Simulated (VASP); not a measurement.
# Lu (Fd-3m) in VASP: notebook

Runs on Lu. Level: PBE. Tasks: single point.

Program: VASP 6.6.1. These are calculated values, not measurements. Logs are shortened: lines on timing, memory, paths and dates and some standing lists are left out, and cuts for length are marked.

**1. The cell of the first run**

It takes space group Fd-3m (No. 227, cubic). Conventional cell: a = 5.233 Å, b = 5.233 Å, c = 5.233 Å, α = 90.00°, β = 90.00°, γ = 90.00°. Lu (site symmetry -43m) has 4 Lu at 2.27 Å within 3.0 Å.

This isn't the form of Lu at room conditions, which is hcp.

**2. Single point, PBE**

INCAR

```
SYSTEM = Lu
PREC = Accurate
ENCUT = 600
EDIFF = 1E-6
ISMEAR = -1
SIGMA = 0.05
LREAL = .False.
LASPH = .True.
NELM = 120
ALGO = Normal
ISIF = 2
LWAVE = .False.
LCHARG = .True.
GGA = PE
LELF = .True.
LVHAR = .True.
NBANDS = 32
GGA_COMPAT = .False.
```

KPOINTS

```
regular mesh
0
Gamma
  12 12 12
  0 0 0
```

POSCAR

```
Lu
1.0
    0.0000000000      2.6165815195      2.6165815195
    2.6165815195      0.0000000000      2.6165815195
    2.6165815195      2.6165815195      0.0000000000
Lu
2
Direct
    1.0000000000      1.0000000000      1.0000000000
    0.2500000000      0.2500000000      0.2500000000
```

Potentials or basis: VASP PAW PBE potentials, release 64 (Lu).

Started as:

```console
$ cat potpaw_PBE.64/Lu/POTCAR > POTCAR
$ mpirun -np 1 vasp_std > vasp.out
```

OUTCAR:

```text
SYSTEM = Lu
   PREC = Accurate
   ENCUT = 600
   EDIFF = 1E-6
   ISMEAR = -1
   LREAL = .False.
   LASPH = .True.
   NELM = 120
   ISIF = 2
   GGA = PE

 ion  position               nearest neighbor table
   1  0.000  0.000  0.000-   2 2.27   2 2.27   2 2.27   2 2.27
   2  0.250  0.250  0.250-   1 2.27   1 2.27   1 2.27   1 2.27

  LATTYP: Found a face centered cubic cell.
 ALAT       =     5.2331630390

  Lattice vectors:

 A1 = (   0.0000000000,   2.6165815195,   2.6165815195)
 A2 = (   2.6165815195,   0.0000000000,   2.6165815195)
 A3 = (   2.6165815195,   2.6165815195,   0.0000000000)

Analysis of symmetry for initial positions (statically):
=====================================================================
 Subroutine PRICEL returns:
 Original cell was already a primitive cell.

 Routine SETGRP: Setting up the symmetry group for a
 face centered cubic supercell.

 Subroutine GETGRP returns: Found 48 space group operations
 (whereof 24 operations were pure point group operations)
 out of a pool of 48 trial point group operations.

The static configuration has the point symmetry T_d .
 The point group associated with its full space group is O_h .

Analysis of symmetry for dynamics (positions and initial velocities):
=====================================================================
 Subroutine PRICEL returns:
 Original cell was already a primitive cell.

 Routine SETGRP: Setting up the symmetry group for a
 face centered cubic supercell.

 Subroutine GETGRP returns: Found 48 space group operations
 (whereof 24 operations were pure point group operations)
 out of a pool of 48 trial point group operations.

The dynamic configuration has the point symmetry T_d .
 The point group associated with its full space group is O_h .

 Subroutine INISYM returns: Found 48 space group operations
 (whereof 24 operations are pure point group operations),
 and found     1 'primitive' translations

----------------------------------------------------------------------------------------

                                     Primitive cell

  volume of cell :      35.8288

  direct lattice vectors                    reciprocal lattice vectors
     0.000000000  2.616581519  2.616581519    -0.191089021  0.191089021  0.191089021
     2.616581519  0.000000000  2.616581519     0.191089021 -0.191089021  0.191089021
     2.616581519  2.616581519  0.000000000     0.191089021  0.191089021 -0.191089021

  length of vectors
     3.700405072  3.700405072  3.700405072     0.330975893  0.330975893  0.330975893

  position of ions in fractional coordinates (direct lattice)
     0.000000000  0.000000000  0.000000000
     0.250000000  0.250000000  0.250000000

  ion indices of the primitive-cell ions
   primitive index   ion index
                 1           1
                 2           2

----------------------------------------------------------------------------------------

 KPOINTS: regular mesh

Automatic generation of k-mesh.
 Grid dimensions read from file:
 generate k-points for:   12   12   12

 Generating k-lattice:

  Cartesian coordinates                     Fractional coordinates (reciprocal lattice)
    -0.015924085  0.015924085  0.015924085     0.083333333  0.000000000  0.000000000
     0.015924085 -0.015924085  0.015924085     0.000000000  0.083333333  0.000000000
     0.015924085  0.015924085 -0.015924085     0.000000000  0.000000000  0.083333333

  Length of vectors
     0.027581324  0.027581324  0.027581324

  Shift w.r.t. Gamma in fractional coordinates (k-lattice)
     0.000000000  0.000000000  0.000000000

 Subroutine IBZKPT returns following result:
 ===========================================

 Found     72 irreducible k-points:

 Following reciprocal coordinates:
            Coordinates               Weight
  0.000000  0.000000  0.000000      1.000000
  0.083333  0.000000  0.000000      8.000000
  0.166667  0.000000  0.000000      8.000000
  0.250000  0.000000  0.000000      8.000000
  0.333333  0.000000  0.000000      8.000000
  0.416667  0.000000  0.000000      8.000000
[... 16 lines left out ...]
  0.500000  0.166667  0.000000     24.000000
 -0.416667  0.166667  0.000000     24.000000
 [... further k-points ...]
   k-points           NKPTS =     72   k-points in BZ     NKDIM =     72   number of bands    NBANDS=     32
   number of dos      NEDOS =    301   number of ions     NIONS =      2
   total plane-waves  NPLWV =  27000
   dimension x,y,z NGX =    30 NGY =   30 NGZ =   30
   dimension x,y,z NGXF=    60 NGYF=   60 NGZF=   60
   ions per type =               2
   NGX,Y,Z   is equivalent  to a cutoff of  13.48, 13.48, 13.48 a.u.
   NGXF,Y,Z  is equivalent  to a cutoff of  26.96, 26.96, 26.96 a.u.
 SYSTEM =  Lu
   PREC   = accura    normal or accurate (medium, high low for compatibility)
   ISTART =      0    job   : 0-new  1-cont  2-samecut
   ICHARG =      2    charge: 1-file 2-atom 10-const
   ISPIN  =      1    spin polarized calculation?
   LNONCOLLINEAR =      F non collinear calculations
   LSORBIT =      F    spin-orbit coupling
   LASPH  =      T    aspherical Exc in radial PAW
   ENCUT  =  600.0 eV  44.10 Ry    6.64 a.u.   7.39  7.39  7.39*2*pi/ulx,y,z
   NELM   =    120;   NELMIN=  2; NELMDL= -5     # of ELM steps
   EDIFF  = 0.1E-05   stopping-criterion for ELM
   LREAL  =      F    real-space projection
   EDIFFG = 0.1E-04   stopping-criterion for IOM
   NSW    =      0    number of steps for IOM
   IBRION =     -1    ionic relax: 0-MD 1-quasi-New 2-CG
   NFREE  =      0    steps in history (QN), initial steepest desc. (CG)
   ISIF   =      2    stress and relaxation
   ISYM   =      2    0-nonsym 1-usesym 2-fastsym
   POTIM  = 0.5000    time-step for ionic-motion
   TEBEG  =    0.0;   TEEND  =   0.0 temperature during run
   PSTRESS=    0.0 pullay stress
   NELECT =      50.0000    total number of electrons
   NUPDOWN=      -1.0000    fix difference up-down
   EMIN   =  10.00;   EMAX   =-10.00  energy-range for DOS
   EFERMI =   0.00;   METHOD = LEGACY
   ISMEAR =    -1;   SIGMA  =   0.05  broadening in eV -4-tet -1-fermi 0-gaus
   EFERMI_NEDOS =   21; number of points for ismear=-14 and -15
   IALGO  =     38    algorithm
   IMIX   =      4    mixing-type and parameters
     AMIX     =   0.40;   BMIX     =  1.00
     AMIX_MAG =   1.60;   BMIX_MAG =  1.00
  volume/ion in A,a.u.               =      17.91       120.89
  Fermi-wavevector in a.u.,A,eV,Ry     =   1.829450  3.457159 45.537170  3.346888
  Thomas-Fermi vector in A             =   2.884126
   LORBIT       =      0    0 simple, 1 ext, 2 COOP (PROOUT), +10 PAW based schemes
   GGA     = PE    functional components
   LHFCALC =     F    Hartree Fock is set to
   AEXX    =    0.0000 exact exchange contribution
   IVDW    =     0    specifies the selected vdW correction
   LEPSILON=     F    determine dielectric tensor
   LRPA    =     F    only Hartree local field effects (RPA)
 non-spin polarized calculation
  energy-cutoff  :      600.00
  volume of cell :       35.83
 maximum number of plane-waves:      1243
 NGX is ok and might be reduce to    30
   NGX = 15   NGY = 15   NGZ = 15

 number of electron      50.0000006 magnetization

 Free energy of the ion-electron system (eV)
  ---------------------------------------------------
  ext. energy  EPLUGINS =         0.00000000
  ---------------------------------------------------
  free energy    TOTEN  =         0.00440420 eV

  energy without entropy =        0.01881371  energy(sigma->0) =        0.01160895

 E-fermi :   4.1766     XC(G=0): -13.0508

 val. band max:        4.1674945772   @ k =  -0.2500   0.1667   0.0000
 cond. band min:       4.1972917010   @ k =  -0.1667   0.2500   0.0833
 fundamental gap:      0.0297971238
 Fermi energy:         4.1766373879

 k-point     1 :       0.0000    0.0000    0.0000
  band No.  band energies     occupation
      1     -53.5714      2.00000
      2     -51.4371      2.00000
      3     -25.0591      2.00000
      4     -25.0591      2.00000
      5     -25.0591      2.00000
      6     -21.9428      2.00000
[... 24 lines left out ...]
     31       9.3728      0.00000
     32      15.2033      0.00000

 k-point     2 :       0.0833    0.0000    0.0000
  band No.  band energies     occupation
      1     -53.5468      2.00000
      2     -51.4674      2.00000
      3     -25.0923      2.00000
      4     -25.0923      2.00000
      5     -25.0660      2.00000
      6     -21.9256      2.00000
[... 24 lines left out ...]
     31       9.2681      0.00000
     32      15.2864      0.00000

 k-point     3 :       0.1667    0.0000    0.0000
  band No.  band energies     occupation
      1     -53.4757      2.00000
      2     -51.5541      2.00000
      3     -25.1785      2.00000
      4     -25.1785      2.00000
      5     -25.0885      2.00000
      6     -21.8724      2.00000
[... 24 lines left out ...]
     31       9.1098      0.00000
     32      15.7149      0.00000

 k-point     4 :       0.2500    0.0000    0.0000
  band No.  band energies     occupation
      1     -53.3671      2.00000
      2     -51.6839      2.00000
      3     -25.2877      2.00000
      4     -25.2877      2.00000
      5     -25.1268      2.00000
      6     -21.7851      2.00000
[... 24 lines left out ...]
     31       9.4076      0.00000
     32      15.7769      0.00000

 k-point     5 :       0.3333    0.0000    0.0000
  band No.  band energies     occupation
      1     -53.2392      2.00000
      2     -51.8329      2.00000
      3     -25.3886      2.00000
      4     -25.3886      2.00000
      5     -25.1727      2.00000
      6     -21.6820      2.00000
[... 584 lines left out ...]
     31       9.8936      0.00000
     32      13.3344      0.00000

 k-point    22 :       0.4167    0.1667    0.0000
  band No.  band energies     occupation
      1     -53.1101      2.00000
      2     -51.9792      2.00000
      3     -25.7277      2.00000
      4     -25.5891      2.00000
      5     -24.6369      2.00000
      6     -22.2578      2.00000
[... 24 lines left out ...]
     31      10.8924      0.00000
     32      12.9861      0.00000

 k-point    23 :       0.5000    0.1667    0.0000
  band No.  band energies     occupation
      1     -53.0093      2.00000
      2     -52.0907      2.00000
      3     -25.8272      2.00000
      4     -25.6017      2.00000
      5     -24.6304      2.00000
      6     -22.2100      2.00000
[... 24 lines left out ...]
     31      11.1338      0.00000
     32      12.9192      0.00000

 k-point    24 :      -0.4167    0.1667    0.0000
  band No.  band energies     occupation
      1     -52.9946      2.00000
      2     -52.1068      2.00000
      3     -25.8642      2.00000
      4     -25.5646      2.00000
      5     -24.6558      2.00000
      6     -22.1589      2.00000
[... 24 lines left out ...]
     31      10.9195      0.00000
     32      12.2691      0.00000

 [... further k-points ...]

------------------------ aborting loop because EDIFF is reached ----------------------------------------

  FORCE on cell =-STRESS in cart. coord.  units (eV):
  Direction    XX          YY          ZZ          XY          YZ          ZX
  --------------------------------------------------------------------------------------
  -------------------------------------------------------------------------------------
  Total       14.9323674     14.9323674     14.9323674     -0.0000000      0.0000000     -0.0000000
  in kB      667.7385415    667.7385415    667.7385415     -0.0000000      0.0000000     -0.0000000
  external PRESSURE =     667.7385415 kB  Pullay stress =       0.0000000 kB

 VOLUME and BASIS-vectors are now :
 -----------------------------------------------------------------------------
  energy-cutoff  :      600.00
  volume of cell :       35.83
      direct lattice vectors                 reciprocal lattice vectors
     0.000000000  2.616581519  2.616581519    -0.191089021  0.191089021  0.191089021
     2.616581519  0.000000000  2.616581519     0.191089021 -0.191089021  0.191089021
     2.616581519  2.616581519  0.000000000     0.191089021  0.191089021 -0.191089021

 POSITION                                       TOTAL-FORCE (eV/Angst)
 -----------------------------------------------------------------------------------
      0.00000      0.00000      0.00000        -0.000000     -0.000000     -0.000000
      1.30829      1.30829      1.30829         0.000000      0.000000      0.000000
 -----------------------------------------------------------------------------------
    total drift:                                0.000000     -0.000000      0.000000

  FREE ENERGIE OF THE ION-ELECTRON SYSTEM (eV)
  ---------------------------------------------------
  free  energy   TOTEN  =         0.0044041958 eV

  energy  without entropy=        0.0188137083  energy(sigma->0) =        0.01160895
```

Wall time 48 s (1 thread of Intel Xeon 6975P-C (Granite Rapids), shared host); peak memory 0.24 GiB.

What came out:

- Free energy: 0.0044 eV
- Pressure: 66.8 GPa
- Band gap on the k mesh: zero (bands 25 and 26 overlap by 2.20 eV)

Levels at points of the mesh, in eV from the Fermi level:
```tsv
k point	band 23	band 24	band 25	band 26	band 27	band 28
(0.00, 0.00, 0.00)	-5.50	-1.55	-1.55	1.41	1.41	1.41
(0.50, 0.00, 0.00)	-1.96	-1.71	-1.19	-1.19	0.71	0.71
(0.50, 0.50, 0.00)	-3.35	-3.35	0.89	0.89	2.99	2.99
```

Caveat: the cell stands under pressure; spin-orbit coupling is left out, which moves the levels of the heavy elements.

**3. Single point, PBE**

This run uses another cell than the first one, of 20.08 Å³/atom.

INCAR

```
SYSTEM = Lu
PREC = Accurate ; ENCUT = 600
EDIFF = 1E-6 ; ISMEAR = -1
SIGMA = 0.05 ; LREAL = .False.
LASPH = .True. ; NELM = 120
ALGO = Normal ; ISIF = 2
LWAVE = .False. ; LCHARG = .False.
GGA = PE ; NBANDS = 32
GGA_COMPAT = .False.
```

KPOINTS is that of step 2.

POSCAR

```
Lu
1.0
    0.0000000000      2.7179905100      2.7179905100
    2.7179905100      0.0000000000      2.7179905100
    2.7179905100      2.7179905100      0.0000000000
Lu
2
Direct
    1.0000000000      1.0000000000      1.0000000000
    0.2500000000      0.2500000000      0.2500000000
```

Potentials or basis: VASP PAW PBE potentials, release 64 (Lu).

Started as:

```console
$ cat potpaw_PBE.64/Lu/POTCAR > POTCAR
$ mpirun -np 1 vasp_std > vasp.out
```

Run time: 37 s. Hardware: 1 thread of Intel Xeon 6975P-C (Granite Rapids), shared host; peak memory 0.25 GiB.

Results (log left out):

- Free energy: -1.4460 eV
- Pressure: 43.3 GPa
- Band gap on the k mesh: zero (bands 25 and 26 overlap by 1.91 eV)

Levels at points of the mesh, in eV from the Fermi level:
```csv
k point,band 22,band 23,band 24,band 25,band 26,band 27,band 28,band 29
"(0.00, 0.00, 0.00)",-5.35,-5.35,-1.06,-1.06,1.38,1.38,1.38,4.60
"(0.50, 0.00, 0.00)",-5.36,-1.83,-1.64,-0.84,-0.84,0.88,0.88,2.90
"(0.50, 0.50, 0.00)",-5.40,-2.82,-2.82,1.06,1.06,2.17,2.17,3.55
```

Caveat: the cell stands under pressure; spin-orbit coupling is left out, which moves the levels of the heavy elements.

(Continued in part 2 of 2.)
